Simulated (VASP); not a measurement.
# F (P6/mmm) in VASP: a series of runs

The runs below take F through single point, with LDA.

Program: VASP 6.6.1. These are calculated values, not measurements. Logs are shortened: lines on timing, memory, paths and dates and some standing lists are left out, and cuts for length are marked.

## (1) The cell of the first run

It takes space group P6/mmm (No. 191, hexagonal). The conventional cell has a = 3.862 Å, b = 3.862 Å, c = 1.628 Å, α = 90.00°, β = 90.00°, γ = 120.00°. F (site symmetry 6/mmm) has 2 F at 1.63 Å within 2.2 Å. F (site symmetry -6m2) has 2 F at 1.63 Å within 2.2 Å.

## (2) Single point, LDA

File INCAR:

```
PREC = Accurate ; ENCUT = 600
EDIFF = 1E-6 ; ISMEAR = -1
SIGMA = 0.05 ; LREAL = F
LASPH = T ; NELM = 120
ALGO = Normal ; ISIF = 2
LWAVE = F ; LCHARG = F
GGA = CA ; NBANDS = 18
GGA_COMPAT = F
```

File KPOINTS:

```
Automatic mesh
0
Gamma
  9 9 13
```

File POSCAR:

```
F
1.0
    3.8624699980      0.0000000000      0.0000000000
   -1.9312349990      3.3449971396      0.0000000000
    0.0000000000      0.0000000000      1.6283069169
F
3
Direct
    0.0000000000      0.0000000000      0.0000000000
    0.3333333333      0.6666666667      0.5000000000
    0.6666666667      0.3333333333      0.5000000000
```

Potentials or basis: VASP PAW LDA potentials, release 64 (F).

Started as:

```sh
$ cat potpaw_LDA.64/F/POTCAR > POTCAR
$ mpirun -np 1 vasp_std > vasp.out
```

OUTCAR:

```text
PREC = Accurate
   ENCUT = 600
   EDIFF = 1E-6
   ISMEAR = -1
   LREAL = F
   LASPH = T
   NELM = 120
   ISIF = 2
   GGA = CA

 ion  position               nearest neighbor table
   1  0.000  0.000  0.000-
   2  0.333  0.667  0.500-
   3  0.667  0.333  0.500-

  LATTYP: Found a hexagonal cell.
 ALAT       =     3.8624699980
 C/A-ratio  =     0.4215714084

  Lattice vectors:

 A1 = (   3.8624699980,   0.0000000000,   0.0000000000)
 A2 = (  -1.9312349990,   3.3449971396,   0.0000000000)
 A3 = (   0.0000000000,   0.0000000000,   1.6283069169)

Analysis of symmetry for initial positions (statically):
=====================================================================
 Subroutine PRICEL returns:
 Original cell was already a primitive cell.

 Routine SETGRP: Setting up the symmetry group for a
 hexagonal supercell.

 Subroutine GETGRP returns: Found 24 space group operations
 (whereof 24 operations were pure point group operations)
 out of a pool of 24 trial point group operations.

The static configuration has the point symmetry D_6h.

Analysis of symmetry for dynamics (positions and initial velocities):
=====================================================================
 Subroutine PRICEL returns:
 Original cell was already a primitive cell.

 Routine SETGRP: Setting up the symmetry group for a
 hexagonal supercell.

 Subroutine GETGRP returns: Found 24 space group operations
 (whereof 24 operations were pure point group operations)
 out of a pool of 24 trial point group operations.

The dynamic configuration has the point symmetry D_6h.

 Subroutine INISYM returns: Found 24 space group operations
 (whereof 24 operations are pure point group operations),
 and found     1 'primitive' translations

----------------------------------------------------------------------------------------

                                     Primitive cell

  volume of cell :      21.0376

  direct lattice vectors                    reciprocal lattice vectors
     3.862469998  0.000000000  0.000000000     0.258901687  0.149476959  0.000000000
    -1.931234999  3.344997140  0.000000000     0.000000000  0.298953918  0.000000000
     0.000000000  0.000000000  1.628306917     0.000000000  0.000000000  0.614134835

  length of vectors
     3.862469998  3.862469998  1.628306917     0.298953918  0.298953918  0.614134835

  position of ions in fractional coordinates (direct lattice)
     0.000000000  0.000000000  0.000000000
     0.333333333  0.666666667  0.500000000
     0.666666667  0.333333333  0.500000000

  ion indices of the primitive-cell ions
   primitive index   ion index
                 1           1
                 2           2
                 3           3

----------------------------------------------------------------------------------------

 KPOINTS: Automatic mesh

Automatic generation of k-mesh.
 Grid dimensions read from file:
 generate k-points for:    9    9   13

 Generating k-lattice:

  Cartesian coordinates                     Fractional coordinates (reciprocal lattice)
     0.028766854  0.016608551  0.000000000     0.111111111  0.000000000  0.000000000
     0.000000000  0.033217102  0.000000000     0.000000000  0.111111111  0.000000000
     0.000000000  0.000000000  0.047241141     0.000000000  0.000000000  0.076923077

  Length of vectors
     0.033217102  0.033217102  0.047241141

  Shift w.r.t. Gamma in fractional coordinates (k-lattice)
     0.000000000  0.000000000  0.000000000

 Subroutine IBZKPT returns following result:
 ===========================================

 Found     84 irreducible k-points:

 Following reciprocal coordinates:
            Coordinates               Weight
  0.000000  0.000000  0.000000      1.000000
  0.111111 -0.000000  0.000000      6.000000
  0.222222 -0.000000  0.000000      6.000000
  0.333333 -0.000000  0.000000      6.000000
  0.444444 -0.000000  0.000000      6.000000
  0.111111  0.111111  0.000000      6.000000
[... 16 lines left out ...]
  0.333333  0.222222  0.076923     24.000000
  0.333333  0.333333  0.076923      4.000000
 [... further k-points ...]
   k-points           NKPTS =     84   k-points in BZ     NKDIM =     84   number of bands    NBANDS=     18
   number of dos      NEDOS =    301   number of ions     NIONS =      3
   total plane-waves  NPLWV =  14336
   dimension x,y,z NGX =    32 NGY =   32 NGZ =   14
   dimension x,y,z NGXF=    64 NGYF=   64 NGZF=   28
   ions per type =               3
   NGX,Y,Z   is equivalent  to a cutoff of  13.77, 13.77, 14.29 a.u.
   NGXF,Y,Z  is equivalent  to a cutoff of  27.55, 27.55, 28.59 a.u.
 SYSTEM =  unknown system
   PREC   = accura    normal or accurate (medium, high low for compatibility)
   ISTART =      0    job   : 0-new  1-cont  2-samecut
   ICHARG =      2    charge: 1-file 2-atom 10-const
   ISPIN  =      1    spin polarized calculation?
   LNONCOLLINEAR =      F non collinear calculations
   LSORBIT =      F    spin-orbit coupling
   LASPH  =      T    aspherical Exc in radial PAW
   ENCUT  =  600.0 eV  44.10 Ry    6.64 a.u.   7.71  7.71  3.25*2*pi/ulx,y,z
   NELM   =    120;   NELMIN=  2; NELMDL= -5     # of ELM steps
   EDIFF  = 0.1E-05   stopping-criterion for ELM
   LREAL  =      F    real-space projection
   EDIFFG = 0.1E-04   stopping-criterion for IOM
   NSW    =      0    number of steps for IOM
   IBRION =     -1    ionic relax: 0-MD 1-quasi-New 2-CG
   NFREE  =      0    steps in history (QN), initial steepest desc. (CG)
   ISIF   =      2    stress and relaxation
   ISYM   =      2    0-nonsym 1-usesym 2-fastsym
   POTIM  = 0.5000    time-step for ionic-motion
   TEBEG  =    0.0;   TEEND  =   0.0 temperature during run
   PSTRESS=    0.0 pullay stress
   NELECT =      21.0000    total number of electrons
   NUPDOWN=      -1.0000    fix difference up-down
   EMIN   =  10.00;   EMAX   =-10.00  energy-range for DOS
   EFERMI =   0.00;   METHOD = LEGACY
   ISMEAR =    -1;   SIGMA  =   0.05  broadening in eV -4-tet -1-fermi 0-gaus
   EFERMI_NEDOS =   21; number of points for ismear=-14 and -15
   IALGO  =     38    algorithm
   IMIX   =      4    mixing-type and parameters
     AMIX     =   0.40;   BMIX     =  1.00
     AMIX_MAG =   1.60;   BMIX_MAG =  1.00
  volume/ion in A,a.u.               =       7.01        47.32
  Fermi-wavevector in a.u.,A,eV,Ry     =   1.636121  3.091821 36.421348  2.676894
  Thomas-Fermi vector in A             =   2.727481
   LORBIT       =      0    0 simple, 1 ext, 2 COOP (PROOUT), +10 PAW based schemes
   GGA     = CA    functional components
   LHFCALC =     F    Hartree Fock is set to
   AEXX    =    0.0000 exact exchange contribution
   IVDW    =     0    specifies the selected vdW correction
   LEPSILON=     F    determine dielectric tensor
   LRPA    =     F    only Hartree local field effects (RPA)
 non-spin polarized calculation
  energy-cutoff  :      600.00
  volume of cell :       21.04
 maximum number of plane-waves:       715
 NGX is ok and might be reduce to    32
   NGX = 15   NGY = 15   NGZ =  7

 number of electron      21.0000003 magnetization

 Free energy of the ion-electron system (eV)
  ---------------------------------------------------
  ext. energy  EPLUGINS =         0.00000000
  ---------------------------------------------------
  free energy    TOTEN  =        -5.00926860 eV

  energy without entropy =       -4.98863740  energy(sigma->0) =       -4.99895300

 E-fermi :   0.4919     XC(G=0): -13.0608

 val. band max:        0.4748596771   @ k =   0.1111  -0.0000   0.3077
 cond. band min:       0.5010978253   @ k =   0.2222  -0.0000   0.4615
 fundamental gap:      0.0262381482
 Fermi energy:         0.4918738079

 k-point     1 :       0.0000    0.0000    0.0000
  band No.  band energies     occupation
      1     -25.3060      2.00000
      2     -23.0806      2.00000
      3     -22.6226      2.00000
      4      -5.4380      2.00000
      5      -5.4380      2.00000
      6      -5.0260      2.00000
[... 10 lines left out ...]
     17      22.9953      0.00000
     18      33.7842      0.00000

 k-point     2 :       0.1111   -0.0000    0.0000
  band No.  band energies     occupation
      1     -25.2370      2.00000
      2     -23.1313      2.00000
      3     -22.6707      2.00000
      4      -5.9076      2.00000
      5      -5.7889      2.00000
      6      -4.4715      2.00000
[... 10 lines left out ...]
     17      23.2369      0.00000
     18      31.9476      0.00000

 k-point     3 :       0.2222   -0.0000    0.0000
  band No.  band energies     occupation
      1     -25.0373      2.00000
      2     -23.2797      2.00000
      3     -22.7988      2.00000
      4      -6.4117      2.00000
      5      -5.9082      2.00000
      6      -3.7226      2.00000
[... 10 lines left out ...]
     17      23.5845      0.00000
     18      29.2973      0.00000

 k-point     4 :       0.3333   -0.0000    0.0000
  band No.  band energies     occupation
      1     -24.7304      2.00000
      2     -23.5301      2.00000
      3     -22.9447      2.00000
      4      -6.7688      2.00000
      5      -5.6225      2.00000
      6      -3.0098      2.00000
[... 375 lines left out ...]
      4      -6.0346      2.00000
      5      -5.9054      2.00000
      6      -3.4210      2.00000
[... 10 lines left out ...]
     17      23.8027      0.00000
     18      26.3798      0.00000

 k-point    23 :       0.3333    0.2222    0.0769
  band No.  band energies     occupation
      1     -24.0130      2.00000
      2     -23.6086      2.00000
      3     -23.0141      2.00000
      4      -6.0943      2.00000
      5      -5.3336      2.00000
      6      -4.4095      2.00000
[... 10 lines left out ...]
     17      24.1258      0.00000
     18      25.0009      0.00000

 k-point    24 :       0.3333    0.3333    0.0769
  band No.  band energies     occupation
      1     -23.7671      2.00000
      2     -23.7671      2.00000
      3     -23.1203      2.00000
      4      -5.5493      2.00000
      5      -5.2484      2.00000
      6      -5.2484      2.00000
[... 10 lines left out ...]
     17      24.3071      0.00000
     18      24.3071      0.00000

 [... further k-points ...]

------------------------ aborting loop because EDIFF is reached ----------------------------------------

  FORCE on cell =-STRESS in cart. coord.  units (eV):
  Direction    XX          YY          ZZ          XY          YZ          ZX
  --------------------------------------------------------------------------------------
  -------------------------------------------------------------------------------------
  Total        5.5803496      5.5803496      5.6110161     -0.0000000     -0.0000000      0.0000000
  in kB      424.9862245    424.9862245    427.3217158     -0.0000000     -0.0000000      0.0000000
  external PRESSURE =     425.7647216 kB  Pullay stress =       0.0000000 kB

 VOLUME and BASIS-vectors are now :
 -----------------------------------------------------------------------------
  energy-cutoff  :      600.00
  volume of cell :       21.04
      direct lattice vectors                 reciprocal lattice vectors
     3.862469998  0.000000000  0.000000000     0.258901687  0.149476959  0.000000000
    -1.931234999  3.344997140  0.000000000     0.000000000  0.298953918  0.000000000
     0.000000000  0.000000000  1.628306917     0.000000000  0.000000000  0.614134835

 POSITION                                       TOTAL-FORCE (eV/Angst)
 -----------------------------------------------------------------------------------
      0.00000      0.00000      0.00000         0.000000      0.000000      0.000000
     -0.00000      2.23000      0.81415         0.000000      0.000000      0.000000
      1.93123      1.11500      0.81415        -0.000000      0.000000      0.000000
 -----------------------------------------------------------------------------------
    total drift:                               -0.000000      0.000000      0.000000

  FREE ENERGIE OF THE ION-ELECTRON SYSTEM (eV)
  ---------------------------------------------------
  free  energy   TOTEN  =        -5.0092685991 eV

  energy  without entropy=       -4.9886373964  energy(sigma->0) =       -4.99895300
```

Wall time 39 s (1 thread of Intel Xeon 8259CL, shared host); peak memory 0.14 GiB.

What came out:

```
Free energy : -5.0093 eV
Pressure    : 42.6 GPa
```

Caveat: an odd number of electrons without spin polarisation forces a metal; a magnetic or distorted state may lie lower.

## (3) Single point, LDA

File INCAR:

```
ALGO     = Normal         # electronic algorithm
EDIFF    = 1E-6           # SCF threshold, eV
ENCUT    = 600            # plane-wave cutoff, eV
GGA      = CA             # functional
GGA_COMPAT= F            
ISIF     = 2              # what is computed and relaxed
ISMEAR   = -1             # smearing method
LASPH    = T              # aspherical terms in the spheres
LCHARG   = F              # write CHGCAR
LREAL    = F              # projectors in reciprocal space
LWAVE    = F              # write WAVECAR
NBANDS   = 18             # bands
NELM     = 120            # most SCF steps
PREC     = Accurate       # precision mode
SIGMA    = 0.05           # smearing width, eV
```

File KPOINTS:

```
k-points
0
Gamma
  9 9 13
```

File POSCAR:

```
F
1.0
    3.8640564579      0.0000000000      0.0000000000
   -1.9320282289      3.3463710542      0.0000000000
    0.0000000000      0.0000000000      1.6273992065
F
3
Direct
    0.0000000000      0.0000000000      0.0000000000
    0.3333333333      0.6666666667      0.5000000000
    0.6666666667      0.3333333333      0.5000000000
```

Potentials or basis: VASP PAW LDA potentials, release 64 (F).

Started as:

```sh
$ cat potpaw_LDA.64/F/POTCAR > POTCAR
$ mpirun -np 1 vasp_std > vasp.out
```

Run time: 39 s. Hardware: 1 thread of Intel Xeon 8259CL, shared host; peak memory 0.14 GiB.

Results (log left out):

* Free energy: -5.0107 eV
* Pressure: 42.7 GPa

Stress tensor (GPa, compression positive):
```
42.30  0.00  0.00
 0.00 42.30  0.00
 0.00  0.00 43.45
```

Levels at points of the mesh, in eV from the Fermi level:
| k point | band 6 | band 7 | band 8 | band 9 | band 10 | band 11 | band 12 | band 13 | band 14 | band 15 |
| --- | --- | --- | --- | --- | --- | --- | --- | --- | --- | --- |
| (0.00, 0.00, 0.00) | -5.52 | -5.52 | -1.34 | -1.34 | 3.92 | 4.15 | 4.81 | 14.63 | 22.26 | 22.26 |

Caveat: an odd number of electrons without spin polarisation forces a metal; a magnetic or distorted state may lie lower.
